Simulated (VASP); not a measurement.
# Cu in VASP: a series of runs, part 2 of 2

VASP 6.6.1.

### 5 Single point, LDA

The input, INCAR:

```
SYSTEM = Cu
PREC     = Accurate       ! precision mode
ENCUT    = 520            ! plane-wave cutoff, eV
EDIFF    = 1E-6           ! SCF threshold, eV
ISMEAR   = -1             ! smearing method
SIGMA    = 0.1            ! smearing width, eV
LREAL    = .False.        ! projectors in reciprocal space
LASPH    = .True.         ! aspherical terms in the spheres
NELM     = 80             ! most SCF steps
ALGO     = Normal         ! electronic algorithm
ISIF     = 2              ! what is computed and relaxed
LWAVE    = .False.        ! write WAVECAR
LCHARG   = .True.         ! write CHGCAR
GGA      = CA             ! functional
LELF     = .True.         ! ELF
LVHAR    = .True.       
NBANDS   = 42             ! bands
```

The input, KPOINTS:

```
regular mesh
0
Gamma
  10 10 1
  0 0 0
```

The input, POSCAR:

```
Cu
1.0
    2.5036582200      0.0000000000      0.0000000000
   -1.2518291100      2.1682316200      0.0000000000
    0.0000000000      0.0000000000     24.5755892700
Cu
6
Direct
    0.0000000000      0.0000000000      0.3737644500
    0.6666666700      0.3333333300      0.2896144200
    0.3333333300      0.6666666700      0.4579908600
    0.0000000000      0.0000000000      0.6262355500
    0.6666666700      0.3333333300      0.5420091400
    0.3333333300      0.6666666700      0.7103855800
```

Potentials or basis: VASP PAW LDA potentials, release 64 (Cu).

Started as:

```bash
> cat potpaw_LDA.64/Cu/POTCAR > POTCAR
> mpirun -np 1 vasp_std > vasp.out
```

OUTCAR:

```text
SYSTEM = Cu
   PREC = Accurate
   ENCUT = 520
   EDIFF = 1E-6
   ISMEAR = -1
   LREAL = .False.
   LASPH = .True.
   NELM = 80
   ISIF = 2
   GGA = CA

 ion  position               nearest neighbor table
   1  0.000  0.000  0.374-   2 2.52   2 2.52   2 2.52   3 2.52   3 2.52   3 2.52
   2  0.667  0.333  0.290-   1 2.52   1 2.52   1 2.52
   3  0.333  0.667  0.458-   5 2.52   5 2.52   5 2.52   1 2.52   1 2.52   1 2.52
   4  0.000  0.000  0.626-   6 2.52   6 2.52   6 2.52   5 2.52   5 2.52   5 2.52
   5  0.667  0.333  0.542-   3 2.52   3 2.52   3 2.52   4 2.52   4 2.52   4 2.52
   6  0.333  0.667  0.710-   4 2.52   4 2.52   4 2.52

  LATTYP: Found a hexagonal cell.
 ALAT       =     2.5036582200
 C/A-ratio  =     9.8158722599

  Lattice vectors:

 A1 = (   2.5036582200,   0.0000000000,   0.0000000000)
 A2 = (  -1.2518291100,   2.1682316200,   0.0000000000)
 A3 = (   0.0000000000,   0.0000000000,  24.5755892700)

Analysis of symmetry for initial positions (statically):
[... 171 lines left out ...]

 val. band max:        1.3824593316   @ k =   0.3000   0.1000   0.0000
 cond. band min:       1.5580688585   @ k =   0.2000   0.1000   0.0000
 fundamental gap:      0.1756095269
 Fermi energy:         1.5159850818

 k-point     1 :       0.0000    0.0000    0.0000
  band No.  band energies     occupation
      1      -7.9910      2.00000
      2      -7.3514      2.00000
      3      -6.3376      2.00000
      4      -5.1431      2.00000
      5      -4.2477      2.00000
      6      -3.9412      2.00000
[... 619 lines left out ...]
     41       8.2142      0.00000
     42       8.7936      0.00000

------------------------ aborting loop because EDIFF is reached ----------------------------------------

  FORCE on cell =-STRESS in cart. coord.  units (eV):
  Direction    XX          YY          ZZ          XY          YZ          ZX
  --------------------------------------------------------------------------------------
  -------------------------------------------------------------------------------------
  Total       -2.9176589     -2.9176589     -2.7251687      0.0000000      0.0000000      0.0000000
  in kB      -35.0397055    -35.0397054    -32.7279894      0.0000000      0.0000000      0.0000000
  external PRESSURE =     -34.2691334 kB  Pullay stress =       0.0000000 kB

 VOLUME and BASIS-vectors are now :
 -----------------------------------------------------------------------------
  energy-cutoff  :      520.00
  volume of cell :      133.41
      direct lattice vectors                 reciprocal lattice vectors
     2.503658220  0.000000000  0.000000000     0.399415540  0.230602670  0.000000000
    -1.251829110  2.168231620  0.000000000     0.000000000  0.461205339  0.000000000
     0.000000000  0.000000000 24.575589270     0.000000000  0.000000000  0.040690784

 POSITION                                       TOTAL-FORCE (eV/Angst)
 -----------------------------------------------------------------------------------
      0.00000      0.00000      9.18548         0.000000      0.000000      0.029967
      1.25183      0.72274      7.11745         0.000000     -0.000000      0.255043
     -0.00000      1.44549     11.25540         0.000000      0.000000     -0.060842
      0.00000      0.00000     15.39011         0.000000     -0.000000     -0.029967
      1.25183      0.72274     13.32019        -0.000000      0.000000      0.060842
     -0.00000      1.44549     17.45814        -0.000000      0.000000     -0.255043
 -----------------------------------------------------------------------------------
    total drift:                                0.000000      0.000000      0.000000

  FREE ENERGIE OF THE ION-ELECTRON SYSTEM (eV)
  ---------------------------------------------------
  free  energy   TOTEN  =       -26.9840801016 eV

  energy  without entropy=      -26.8930397104  energy(sigma->0) =      -26.93855991
```

OSZICAR:

```text
N       E                     dE             d eps       ncg     rms          rms(c)
DAV:   1     0.593058470225E+03    0.59306E+03   -0.29501E+04  1176   0.236E+03
DAV:   2     0.421354414214E+02   -0.55092E+03   -0.53118E+03  1176   0.433E+02
DAV:   3    -0.300505331864E+02   -0.72186E+02   -0.66715E+02  1210   0.210E+02
[... 16 lines left out ...]
DAV:  20    -0.269840687327E+02   -0.96954E-05   -0.22180E-06  1002   0.455E-02    0.666E-04
DAV:  21    -0.269840772078E+02   -0.84751E-05   -0.50888E-07   766   0.555E-03    0.727E-04
DAV:  22    -0.269840790051E+02   -0.17974E-05   -0.23409E-07   766   0.761E-03    0.639E-04
DAV:  23    -0.269840800158E+02   -0.10106E-05   -0.75900E-08   728   0.316E-03    0.887E-05
DAV:  24    -0.269840801016E+02   -0.85853E-07   -0.10575E-08   726   0.113E-03
   1 F= -.26984080E+02 E0= -.26938560E+02  d E =-.910404E-01
```

stdout:

```text
POSCAR found type information on POSCAR Cu
 POSCAR found :  1 types and       6 ions
 scaLAPACK will be used
 LDA part: xc-table for (Slater(with rela. corr.)+CA(PZ))
 , standard interpolation
 POSCAR, INCAR and KPOINTS ok, starting setup
 FFT: planning ... GRIDC
 FFT: planning ... GRID_SOFT
 FFT: planning ... GRID
 WAVECAR not read
 entering main loop
```

It took 3.3 min on 1 thread of AMD EPYC 7R13, shared host; peak memory 0.2 GiB.

Results:

```
Free energy            : -26.9841 eV
Largest force          : 0.255 eV/Å
Band gap on the k mesh : zero (band 33 reaches 4.50 eV, above the bottom of band 34 at -0.19 eV)
```

Forces in eV/Å, atoms in the order of the input:
```
Cu   0.000  0.000  0.030
Cu   0.000  0.000  0.255
Cu   0.000  0.000 -0.061
Cu   0.000  0.000 -0.030
Cu   0.000  0.000  0.061
Cu   0.000  0.000 -0.255
```

Levels at points of the mesh, in eV from the Fermi level:
| k point | band 30 | band 31 | band 32 | band 33 | band 34 | band 35 | band 36 | band 37 | band 38 | band 39 |
| --- | --- | --- | --- | --- | --- | --- | --- | --- | --- | --- |
| (0.00, 0.00, 0.00) | -1.95 | -1.95 | -1.77 | -1.77 | -1.71 | -1.71 | -0.99 | -0.52 | 4.40 | 4.69 |
| (0.50, 0.00, 0.00) | -1.43 | -0.54 | 0.26 | 0.88 | 1.25 | 1.49 | 1.53 | 4.30 | 4.95 | 5.67 |

### 6 Summary

| smearing | gap on the mesh (eV) | largest force (eV/Å) |
| --- | --- | --- |
| fermi-dirac 0.5 eV | none | 0.18 |
| fermi-dirac 0.3 eV | none | 0.25 |
| fermi-dirac 0.2 eV | none | 0.26 |
| fermi-dirac 0.1 eV | none | 0.26 |

Alike in all rows: task single point; level LDA; potentials or basis VASP PAW LDA potentials, release 64 (Cu); no spin polarisation; cell as given; k mesh 10 × 10 × 1; cutoff (eV) 520.

Every run on the cell as given and a fine mesh finds a metal.

Total energies depend on the potentials used, so only differences within one code and one set of settings carry meaning.
